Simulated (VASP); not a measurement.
# WSe2 (R3m) in VASP: a series of runs

Runs on WSe2. Level: PBE+D3(BJ). Tasks: single point, relaxation of cell and atoms.

Program: VASP 6.6.1. These are calculated values, not measurements. Logs are shortened: lines on timing, memory, paths and dates and some standing lists are left out, and cuts for length are marked.

## 1. The cell of the first run

It takes space group R3m (No. 160, trigonal). The conventional cell has a = 3.284 Å, b = 3.284 Å, c = 19.149 Å, α = 90.00°, β = 90.00°, γ = 120.00°. Within 3.3 Å of W (site symmetry 3m) lie 6 Se at 2.53 to 2.54 Å and 6 W at 3.28 Å. Se (site symmetry 3m) has 3 W at 2.53 Å and 7 Se at 3.28 to 3.36 Å within 3.4 Å. Within 3.4 Å of Se (site symmetry 3m) lie 3 W at 2.54 Å and 7 Se at 3.28 to 3.36 Å.

## 2. Single point, PBE+D3(BJ)

Contents of INCAR:

```
SYSTEM = WSe2
  PREC = Accurate
  ENCUT = 520
  EDIFF = 1E-6
  ISMEAR = 0
  SIGMA = 0.1
  LREAL = .False.
  LASPH = .True.
  NELM = 60
  ALGO = Normal
  ISIF = 2
  LWAVE = .False.
  LCHARG = .True.
  GGA = PE
  IVDW = 12
  LELF = .True.
  LVHAR = .True.
  NBANDS = 20
```

Contents of KPOINTS:

```
Automatic mesh
0
Gamma
  9 9 9
  0 0 0
```

Contents of POSCAR:

```
WSe2
1.0
    1.6419539886      0.9479825756      6.3828606137
   -1.6419539886      0.9479825756      6.3828606137
    0.0000000000     -1.8959651564      6.3828606129
W Se
1 2
Direct
    0.9993490854     -0.0006509146     -0.0006509146
    0.7538299256      0.7538299256      0.7538299256
    0.5781209890      0.5781209890      0.5781209890
```

Potentials or basis: VASP PAW PBE potentials, release 64 (W_sv, Se).

Command:

```bash
$ cat potpaw_PBE.64/W_sv/POTCAR potpaw_PBE.64/Se/POTCAR > POTCAR
$ mpirun -np 1 vasp_std > vasp.out
```

OUTCAR:

```text
SYSTEM = WSe2
   PREC = Accurate
   ENCUT = 520
   EDIFF = 1E-6
   ISMEAR = 0
   LREAL = .False.
   LASPH = .True.
   NELM = 60
   ISIF = 2
   GGA = PE
   IVDW = 12
 IVDW          = 12

 ion  position               nearest neighbor table
   1  0.999  0.999  0.999-   2 2.53   2 2.53   2 2.53   3 2.54   3 2.54   3 2.54
   2  0.754  0.754  0.754-   1 2.53   1 2.53   1 2.53
   3  0.578  0.578  0.578-   1 2.54   1 2.54   1 2.54

  LATTYP: Found a trigonal (rhomboedric) cell.
 ALAT       =     6.6584978395
 COS(alpha) =     0.8783815581

  Lattice vectors:

 A1 = (   1.6419539886,   0.9479825756,   6.3828606137)
 A2 = (  -1.6419539886,   0.9479825756,   6.3828606137)
 A3 = (   0.0000000000,  -1.8959651564,   6.3828606129)

Analysis of symmetry for initial positions (statically):
=====================================================================
 Subroutine PRICEL returns:
 Original cell was already a primitive cell.

 Routine SETGRP: Setting up the symmetry group for a
 trigonal (rhombohedral) supercell.

 Subroutine GETGRP returns: Found  6 space group operations
 (whereof  6 operations were pure point group operations)
 out of a pool of 12 trial point group operations.

The static configuration has the point symmetry C_3v.

Analysis of symmetry for dynamics (positions and initial velocities):
=====================================================================
 Subroutine PRICEL returns:
 Original cell was already a primitive cell.

 Routine SETGRP: Setting up the symmetry group for a
 trigonal (rhombohedral) supercell.

 Subroutine GETGRP returns: Found  6 space group operations
 (whereof  6 operations were pure point group operations)
 out of a pool of 12 trial point group operations.

The dynamic configuration has the point symmetry C_3v.

 Subroutine INISYM returns: Found  6 space group operations
 (whereof  6 operations are pure point group operations),
 and found     1 'primitive' translations

----------------------------------------------------------------------------------------

                                     Primitive cell

  volume of cell :      59.6112

  direct lattice vectors                    reciprocal lattice vectors
     1.641953989  0.947982576  6.382860614     0.304515232  0.175811951  0.052223189
    -1.641953989  0.947982576  6.382860614    -0.304515232  0.175811951  0.052223189
     0.000000000 -1.895965156  6.382860613     0.000000000 -0.351623903  0.052223188

  length of vectors
     6.658497839  6.658497839  6.658497839     0.355480844  0.355480844  0.355480844

  position of ions in fractional coordinates (direct lattice)
     0.999349085  0.999349085  0.999349085
     0.753829926  0.753829926  0.753829926
     0.578120989  0.578120989  0.578120989

  ion indices of the primitive-cell ions
   primitive index   ion index
                 1           1
                 2           2
                 3           3

----------------------------------------------------------------------------------------

 KPOINTS: Automatic mesh

Automatic generation of k-mesh.
 Grid dimensions read from file:
 generate k-points for:    9    9    9

 Generating k-lattice:

  Cartesian coordinates                     Fractional coordinates (reciprocal lattice)
     0.033835026  0.019534661  0.005802577     0.111111111 -0.000000000  0.000000000
    -0.033835026  0.019534661  0.005802577    -0.000000000  0.111111111  0.000000000
     0.000000000 -0.039069323  0.005802576     0.000000000  0.000000000  0.111111111

  Length of vectors
     0.039497872  0.039497872  0.039497872

  Shift w.r.t. Gamma in fractional coordinates (k-lattice)
     0.000000000  0.000000000  0.000000000

 Subroutine IBZKPT returns following result:
 ===========================================

 Found     85 irreducible k-points:

 Following reciprocal coordinates:
            Coordinates               Weight
  0.000000  0.000000  0.000000      1.000000
  0.111111  0.000000 -0.000000      6.000000
  0.222222 -0.000000  0.000000      6.000000
  0.333333  0.000000 -0.000000      6.000000
[... 50 lines left out ...]
  band No.  band energies     occupation
      1     -67.8299      2.00000
      2     -32.0769      2.00000
      3     -31.9731      2.00000
      4     -31.9516      2.00000
      5      -8.6430      2.00000
      6      -7.0922      2.00000
[... 12 lines left out ...]
     19      14.9477      0.00000
     20      15.2499      0.00000

 k-point     3 :       0.2222   -0.0000    0.0000
  band No.  band energies     occupation
      1     -67.8268      2.00000
      2     -32.0634      2.00000
      3     -32.0433      2.00000
      4     -31.9682      2.00000
      5      -8.1154      2.00000
      6      -6.8761      2.00000
[... 12 lines left out ...]
     19      14.6638      0.00000
     20      15.4993      0.00000

 k-point     4 :       0.3333    0.0000   -0.0000
  band No.  band energies     occupation
      1     -67.8233      2.00000
      2     -32.1222      2.00000
      3     -32.0480      2.00000
      4     -31.9870      2.00000
      5      -7.3966      2.00000
      6      -6.5937      2.00000
[... 12 lines left out ...]
     19      13.6246      0.00000
     20      13.9413      0.00000

 k-point     5 :       0.4444   -0.0000    0.0000
  band No.  band energies     occupation
      1     -67.8210      2.00000
      2     -32.1730      2.00000
      3     -32.0379      2.00000
      4     -31.9992      2.00000
      5      -6.8045      2.00000
      6      -6.3882      2.00000
[... 12 lines left out ...]
     19      12.7945      0.00000
     20      13.3744      0.00000
[... 353 lines left out ...]
      6      -6.5300      2.00000
[... 12 lines left out ...]
     19      13.6859      0.00000
     20      14.7293      0.00000

 k-point    22 :      -0.4444    0.3333    0.0000
  band No.  band energies     occupation
      1     -67.8199      2.00000
      2     -32.1451      2.00000
      3     -32.0560      2.00000
      4     -32.0335      2.00000
      5      -6.4880      2.00000
      6      -6.3542      2.00000
[... 12 lines left out ...]
     19      13.1332      0.00000
     20      14.7356      0.00000

 k-point    23 :      -0.3333    0.3333    0.0000
  band No.  band energies     occupation
      1     -67.8193      2.00000
      2     -32.1210      2.00000
      3     -32.0972      2.00000
      4     -32.0308      2.00000
      5      -6.3418      2.00000
      6      -6.2545      2.00000
[... 12 lines left out ...]
     19      13.2828      0.00000
     20      15.3444      0.00000

 k-point    24 :       0.4444    0.4444    0.0000
  band No.  band energies     occupation
      1     -67.8209      2.00000
      2     -32.1730      2.00000
      3     -32.0379      2.00000
      4     -31.9992      2.00000
      5      -6.6982      2.00000
      6      -6.5139      2.00000
[... 12 lines left out ...]
     19      12.9901      0.00000
     20      14.5053      0.00000

 [... further k-points ...]

------------------------ aborting loop because EDIFF is reached ----------------------------------------

 Edisp (eV)   -1.42510

 E8    (eV) :    -0.6358

  FORCE on cell =-STRESS in cart. coord.  units (eV):
  Direction    XX          YY          ZZ          XY          YZ          ZX
  --------------------------------------------------------------------------------------
  -------------------------------------------------------------------------------------
  Total       0.08314     0.08314     0.10512     0.00000    -0.00000     0.00000
  in kB       2.23467     2.23467     2.82532     0.00000    -0.00000     0.00000
  external pressure =        2.43 kB  Pullay stress =        0.00 kB

 VOLUME and BASIS-vectors are now :
 -----------------------------------------------------------------------------
  energy-cutoff  :      520.00
  volume of cell :       59.61
      direct lattice vectors                 reciprocal lattice vectors
     1.641953989  0.947982576  6.382860614     0.304515232  0.175811951  0.052223189
    -1.641953989  0.947982576  6.382860614    -0.304515232  0.175811951  0.052223189
     0.000000000 -1.895965156  6.382860613     0.000000000 -0.351623903  0.052223188

 POSITION                                       TOTAL-FORCE (eV/Angst)
 -----------------------------------------------------------------------------------
      0.00000     -0.00000     19.13612         0.000000     -0.000000      0.007159
      0.00000     -0.00000     14.43477         0.000000     -0.000000      0.030663
      0.00000     -0.00000     11.07020         0.000000      0.000000     -0.037822
 -----------------------------------------------------------------------------------
    total drift:                                0.000000     -0.000000     -0.000051

  FREE ENERGIE OF THE ION-ELECTRON SYSTEM (eV)
  ---------------------------------------------------
  free  energy   TOTEN  =       -22.9597242000 eV

  energy  without entropy=      -22.9597242000  energy(sigma->0) =      -22.95972420
```

It took 10 min on 1 thread of Intel Xeon 8259CL, shared host; peak memory 0.41 GiB.

Results:

```yaml
Free_energy: -22.9597 eV
Pressure: 0.2 GPa
Largest_force: 0.038 eV/Å
Band_gap_on_the_k_mesh: 1.04 eV (least direct gap 1.67 eV)
Dispersion_energy_per_atom: -0.475 eV
```

Forces on the atoms (eV/Å):
```
W    0.000  0.000  0.007
Se   0.000  0.000  0.031
Se   0.000  0.000 -0.038
```

Caveat: spin-orbit coupling is left out, which moves the levels of the heavy elements. A k mesh can miss the band edges.

## 3. Single point, PBE+D3(BJ)

Contents of INCAR:

```
PREC = Accurate
ENCUT = 520
EDIFF = 1E-7
ISMEAR = 0
SIGMA = 0.02
LREAL = False
LASPH = True
NELM = 80
ALGO = Normal
ISIF = 2
LWAVE = False
LCHARG = True
GGA = PE
IVDW = 12
LELF = True
LVHAR = True
NBANDS = 20
```

Contents of KPOINTS:

```
Automatic mesh
0
Gamma
  9 9 9
```

Contents of POSCAR:

```
WSe2
1.0
    1.6418155045      0.9479026217      6.3818767331
   -1.6418155045      0.9479026217      6.3818767331
    0.0000000000     -1.8958052487      6.3818767323
W Se
1 2
Direct
    0.9993566446     -0.0006433554     -0.0006433554
    0.7538097827      0.7538097827      0.7538097827
    0.5781335727      0.5781335727      0.5781335727
```

Potentials or basis: VASP PAW PBE potentials, release 64 (W_sv, Se).

Command:

```bash
$ cat potpaw_PBE.64/W_sv/POTCAR potpaw_PBE.64/Se/POTCAR > POTCAR
$ mpirun -np 1 vasp_std > vasp.out
```

It took 9.1 min on 1 thread of Intel Xeon 8259CL, shared host; peak memory 0.41 GiB.

Results (log left out):

```yaml
Free_energy: -22.9597 eV
Pressure: 0.3 GPa
Largest_force: 0.047 eV/Å
Band_gap_on_the_k_mesh: 1.04 eV (least direct gap 1.67 eV)
Dispersion_energy_per_atom: -0.475 eV
```

Forces on the atoms (eV/Å):
```
W    0.000  0.000  0.001
Se   0.000  0.000  0.046
Se   0.000  0.000 -0.047
```

Stress tensor (GPa, compression positive):
```
0.28 0.00 0.00
0.00 0.28 0.00
0.00 0.00 0.39
```

Levels at points of the mesh, in eV from the valence-band top:
| k point | band 10 | band 11 | band 12 | band 13 | band 14 | band 15 | band 16 | band 17 |
| --- | --- | --- | --- | --- | --- | --- | --- | --- |
| (0.00, 0.00, 0.00) | -1.57 | -1.57 | -1.22 | -0.96 | 2.53 | 2.53 | 2.89 | 2.89 |

Caveat: spin-orbit coupling is left out, which moves the levels of the heavy elements. A k mesh can miss the band edges.

## 4. Relaxation of cell and atoms, PBE+D3(BJ)

This run uses another cell than the first one, of 18.64 Å³/atom.

Contents of INCAR:

```
PREC     = Accurate       # precision mode
ENCUT    = 600            # plane-wave cutoff, eV
EDIFF    = 1E-6           # SCF threshold, eV
ISMEAR   = 0              # smearing method
SIGMA    = 0.1            # smearing width, eV
LREAL    = False          # projectors in reciprocal space
LASPH    = True           # aspherical terms in the spheres
NELM     = 100            # most SCF steps
ALGO     = Normal         # electronic algorithm
ISIF     = 3              # what is computed and relaxed
LWAVE    = False          # write WAVECAR
LCHARG   = False          # write CHGCAR
GGA      = PE             # functional
IVDW     = 12             # dispersion correction
IBRION   = 2              # ionic algorithm
NSW      = 100            # ionic steps
EDIFFG   = -0.05          # ionic threshold
```

Contents of KPOINTS:

```
regular mesh
0
Gamma
  9 9 9
```

Contents of POSCAR:

```
WSe2
1.0
    1.6052106400      0.9267687900      6.2656416800
   -1.6052106400      0.9267687900      6.2656416800
    0.0000000000     -1.8535375900      6.2656416800
W Se
1 2
Direct
    1.0000000000      0.0000000000      0.0000000000
    0.7503000000      0.7503000000      0.7503000000
    0.5810000000      0.5810000000      0.5810000000
```

Command:

```bash
$ cat potpaw_PBE.64/W_sv/POTCAR potpaw_PBE.64/Se/POTCAR > POTCAR
$ mpirun -np 1 vasp_std > vasp.out
```

It took 60 min on 1 thread of Intel Xeon 8259CL, shared host; peak memory 0.5 GiB.

The run converged. Its results:

| Quantity | Value |
| --- | --- |
| Free energy | -22.9587 eV |
| Relaxed volume | 20.10 Å³/atom |
| Relaxed cell | a = 6.711 Å, b = 6.711 Å, c = 6.711 Å, α = 28.37°, β = 28.37°, γ = 28.37° |
| Space group after relaxing (to 0.1 Å) | R3m (No. 160) |
| Energy gained by relaxing | 114.5 meV/atom |
| Ionic steps | 9 |
| Pressure after relaxing | -0.2 GPa |
| Largest force after relaxing | 0.047 eV/Å |
| Band gap on the k mesh | 1.08 eV (least direct gap 1.65 eV) |
| Dispersion energy per atom | -0.469 eV |

Forces in eV/Å, atoms in the order of the input:
```
W    0.000  0.000  0.016
Se   0.000  0.000  0.032
Se   0.000  0.000 -0.047
```

Step by step:
| step | energy change (eV) | largest force (eV/Å) | pressure (GPa) | volume (Å³) |
| --- | --- | --- | --- | --- |
| 1 | 0.0000 | 2.9043 | 17.90 | 55.93 |
| 2 | 1.2727 | 3.5636 | -21.69 | 74.50 |
| 3 | -0.3378 | 0.2369 | -1.76 | 60.94 |
| 4 | -0.3423 | 0.0274 | -0.38 | 60.46 |
| 5 | -0.3425 | 0.0401 | -0.03 | 60.33 |
| 6 | -0.3424 | 0.0814 | 0.23 | 60.24 |
| 7 | -0.3429 | 0.0851 | 0.20 | 60.24 |
| 8 | -0.3431 | 0.1234 | 0.16 | 60.23 |
| 9 | -0.3434 | 0.0473 | -0.21 | 60.30 |

Final structure:
```
W Se
1.0
     1.64450    0.94945    6.43664
    -1.64450    0.94945    6.43664
     0.00000   -1.89890    6.43664
W Se
1 2
Direct
  0.99933 0.99933 0.99933
  0.75307 0.75307 0.75307
  0.57890 0.57890 0.57890
```

Levels at points of the mesh, in eV from the valence-band top:
| k point | band 10 | band 11 | band 12 | band 13 | band 14 | band 15 | band 16 | band 17 |
| --- | --- | --- | --- | --- | --- | --- | --- | --- |
| (0.00, 0.00, 0.00) | -1.54 | -1.54 | -1.17 | -1.01 | 2.56 | 2.56 | 2.90 | 2.90 |

Caveat: spin-orbit coupling is left out, which moves the levels of the heavy elements; the relaxation stopped at a loose force limit of 0.05 eV/Å, so its end isn't a converged minimum. A k mesh can miss the band edges.

## 5. Relaxation of cell and atoms, PBE+D3(BJ)

Contents of INCAR:

```
SYSTEM = WSe2
PREC     = Accurate       ! precision mode
ENCUT    = 600            ! plane-wave cutoff, eV
EDIFF    = 1E-6           ! SCF threshold, eV
ISMEAR   = 0              ! smearing method
SIGMA    = 0.02           ! smearing width, eV
LREAL    = .FALSE.        ! projectors in reciprocal space
LASPH    = .TRUE.         ! aspherical terms in the spheres
NELM     = 60             ! most SCF steps
ALGO     = Normal         ! electronic algorithm
ISIF     = 3              ! what is computed and relaxed
LWAVE    = .FALSE.        ! write WAVECAR
LCHARG   = .FALSE.        ! write CHGCAR
GGA      = PE             ! functional
IVDW     = 12             ! dispersion correction
IBRION   = 2              ! ionic algorithm
NSW      = 100            ! ionic steps
EDIFFG   = -0.005         ! ionic threshold
```

Contents of KPOINTS:

```
Automatic mesh
0
G
  9 9 9
  0 0 0
```

Contents of POSCAR:

```
WSe2
1.0
    1.6419539886      0.9479825756      6.3828606137
   -1.6419539886      0.9479825756      6.3828606137
    0.0000000000     -1.8959651564      6.3828606129
W Se
1 2
Direct
    0.9993490854     -0.0006509146     -0.0006509146
    0.7538299256      0.7538299256      0.7538299256
    0.5781209890      0.5781209890      0.5781209890
```

Command:

```bash
$ cat potpaw_PBE.64/W_sv/POTCAR potpaw_PBE.64/Se/POTCAR > POTCAR
$ mpirun -np 1 vasp_std > vasp.out
```

Run time: 17 min. Hardware: 1 thread of Intel Xeon 8259CL, shared host; peak memory 0.48 GiB.

It converged, with:

```
Free energy                           : -22.9602 eV
Relaxed volume                        : 19.90 Å³/atom
Relaxed cell                          : a = 6.662 Å, b = 6.662 Å, c = 6.662 Å, α = 28.55°, β = 28.55°, γ = 28.55°
Space group after relaxing (to 0.1 Å) : R3m (No. 160)
Energy gained by relaxing             : 0.0 meV/atom
Ionic steps                           : 3
Pressure after relaxing               : 0.0 GPa
Band gap on the k mesh                : 1.05 eV (least direct gap 1.67 eV)
Dispersion energy per atom            : -0.474 eV
```

Forces in eV/Å, atoms in the order of the input:
```
W    0.000  0.000  0.003
Se   0.000  0.000  0.000
Se   0.000  0.000 -0.003
```

Final structure:
```
W Se
1.0
     1.64267    0.94840    6.38630
    -1.64267    0.94840    6.38630
     0.00000   -1.89679    6.38630
W Se
1 2
Direct
  0.99935 0.99935 0.99935
  0.75385 0.75385 0.75385
  0.57809 0.57809 0.57809
```

Levels at points of the mesh, in eV from the valence-band top:
| k point | band 9 | band 10 | band 11 | band 12 | band 13 | band 14 | band 15 | band 16 | band 17 |
| --- | --- | --- | --- | --- | --- | --- | --- | --- | --- |
| (0.00, 0.00, 0.00) | -2.64 | -1.56 | -1.56 | -1.22 | -0.96 | 2.53 | 2.53 | 2.88 | 2.88 |

Caveat: spin-orbit coupling is left out, which moves the levels of the heavy elements. A k mesh can miss the band edges.

## 6. Summary

| task | cell | cutoff (eV) | smearing | gap on the mesh (eV) | pressure (GPa) | relaxed volume (Å³/atom) | largest force (eV/Å) |
| --- | --- | --- | --- | --- | --- | --- | --- |
| single point | a = 6.658 Å, angles 28.6°, 3 atoms, atomic positions A | 520 | gaussian 0.1 eV | 1.04 | 0.2 | - | 0.04 |
| single point | a = 6.658 Å, angles 28.6°, 3 atoms, atomic positions A | 520 | gaussian 0.02 eV | 1.04 | 0.3 | - | 0.05 |
| relaxation of cell and atoms | relaxed from a = 6.534 Å, angles 28.4°, 3 atoms, atomic positions B | 600 | gaussian 0.1 eV | 1.08 | -0.2 | 20.10 | 0.05 |
| relaxation of cell and atoms | relaxed from a = 6.658 Å, angles 28.6°, 3 atoms, atomic positions A | 600 | gaussian 0.02 eV | 1.05 | 0.0 | 19.90 | - |

Alike in all rows: level PBE+D3(BJ); potentials or basis VASP PAW PBE potentials, release 64 (W_sv, Se); no spin polarisation; k mesh 9 × 9 × 9.

Caveats: spin-orbit coupling is left out, which moves the levels of the heavy elements; the relaxation stopped at a loose force limit of 0.05 eV/Å, so its end isn't a converged minimum (at least some runs).

Total energies depend on the potentials used, so only differences within one code and one set of settings carry meaning.
